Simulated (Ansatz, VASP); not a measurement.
**CdTe: VASP beside Ansatz**

```
Cd Te
1.0
     0.00000    3.27885    3.27885
     3.27885    0.00000    3.27885
     3.27885    3.27885    0.00000
Cd Te
1 1
Direct
  0.00000 0.00000 0.00000
  0.75000 0.75000 0.75000
```

Alike in both runs: functional r2SCAN; k mesh 8 × 8 × 8; occupations gaussian, width 0.02 eV; no spin polarisation.

Ansatz relaxed the structure, and its values are those at the end. VASP's run is a single point on that final structure, the one shown.

|  | VASP | Ansatz |
| --- | --- | --- |
| version | VASP 6.6.1 | Ansatz 0.2.0 |
| potentials or method | VASP PAW PBE potentials, release 64 (Cd, Te), cutoff 550 eV | scalar-relativistic, plane waves, PAW |
| valence electrons in the cell | 18 | 36 |

|  | VASP | Ansatz | Ansatz less VASP |
| --- | --- | --- | --- |
| gap on the k mesh at the Fermi level (eV) | 1.16 | 1.17 | +0.007 |
| least direct gap on the mesh (eV) | 1.16 | 1.17 | +0.007 |
| pressure (GPa) | 0.1 | 0.0 | -0.10 |

VASP's potentials were made for PBE, not for r2SCAN. VASP's potentials hold 18 valence electrons a cell and Ansatz's 36, so a difference there can come from the potentials and not from the codes.

Neither program's run includes spin-orbit coupling.
